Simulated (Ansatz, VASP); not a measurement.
Two plane-wave programs on Al2Cu

```
Al Cu
1.0
     4.10518    0.00000    0.00000
     0.00000    4.10518    0.00000
     0.00000    0.00000    2.89131
Al Cu
2 1
Direct
  0.50000 0.00000 0.50000
  0.00000 0.50000 0.50000
  0.00000 0.00000 0.00000
```

Alike in both runs: task relaxation of cell and atoms; functional PBEsol; k mesh 10 × 10 × 14; occupations gaussian, width 0.1 eV; no spin polarisation.

|  | VASP | Ansatz |
| --- | --- | --- |
| version | VASP 6.6.1 | Ansatz 0.2.0 |
| potentials or method | VASP PAW PBE potentials, release 64 (Al, Cu), cutoff 600 eV | scalar-relativistic, plane waves, PAW |
| valence electrons in the cell | 17 | 25 |

```csv
,VASP,Ansatz,Ansatz less VASP
"gap on the k mesh at the Fermi level, each at its own relaxed structure (eV)",none,none,-
relaxed volume (Å³/atom),15.87,15.83,-0.046
relaxed cell length with the largest relative difference (Å),4.088,4.084,-0.0040
```

VASP's potentials were made for PBE, not for PBEsol. A gap of «none» marks a metal or a gap that the smearing closes. VASP's potentials hold 17 valence electrons a cell and Ansatz's 25, so a difference there can come from the potentials and not from the codes.
